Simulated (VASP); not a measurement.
A run of VASP 6.6.1 is set up as follows.

Contents of INCAR:

```
ALGO     = Normal         # electronic algorithm
EDIFF    = 1E-7           # SCF threshold, eV
ENCUT    = 520            # plane-wave cutoff, eV
GGA      = PE             # functional
ISIF     = 2              # what is computed and relaxed
ISMEAR   = -1             # smearing method
LASPH    = True           # aspherical terms in the spheres
LCHARG   = True           # write CHGCAR
LELF     = True           # ELF
LREAL    = False          # projectors in reciprocal space
LVHAR    = True         
LWAVE    = False          # write WAVECAR
NBANDS   = 21             # bands
NELM     = 80             # most SCF steps
PREC     = Accurate       # precision mode
SIGMA    = 0.052          # smearing width, eV
```

Contents of KPOINTS:

```
k-points
0
Gamma
  4 4 4
```

File POSCAR:

```
Si3Sn
1.0
    2.0239181879      1.1685097106      6.6336726392
   -2.0239181879      1.1685097106      6.6336726392
    0.0000000000     -2.3370194212      6.6336726392
Si Sn
3 1
Direct
    0.9995341346      0.0023638873      0.0131541772
    0.5177071017      0.4963544599      0.4780382960
    0.3664246034      0.3488596642      0.4033871537
    0.8732045363      0.8817424308      0.8706224493
```

Potentials or basis: VASP PAW PBE potentials, release 64 (Si, Sn_d).

Command:

```sh
$ cat potpaw_PBE.64/Si/POTCAR potpaw_PBE.64/Sn_d/POTCAR > POTCAR
$ mpirun -np 1 vasp_std > vasp.out
```

**Question.** Predict the pressure.

**Answer.** 2.0 GPa.

**Question.** What does it give for the band gap on the k mesh?

**Answer.** 0.03 eV, indirect (least direct gap 0.22 eV).

**Question.** Predict the largest force.

**Answer.** 1.795 eV/Å.

Forces in eV/Å, atoms in the order of the input:
```
Si   0.351 -0.836  0.150
Si  -0.650 -0.796 -1.472
Si  -0.350  0.992  0.942
Sn   0.649  0.641  0.380
```

Caveat: the k points lie up to 0.45 Å⁻¹ apart; spin-orbit coupling is left out, which moves the levels of the heavy elements; forces of over 1 eV/Å act on the atoms, so gaps and moduli don't describe the material at rest. A k mesh can miss the band edges.
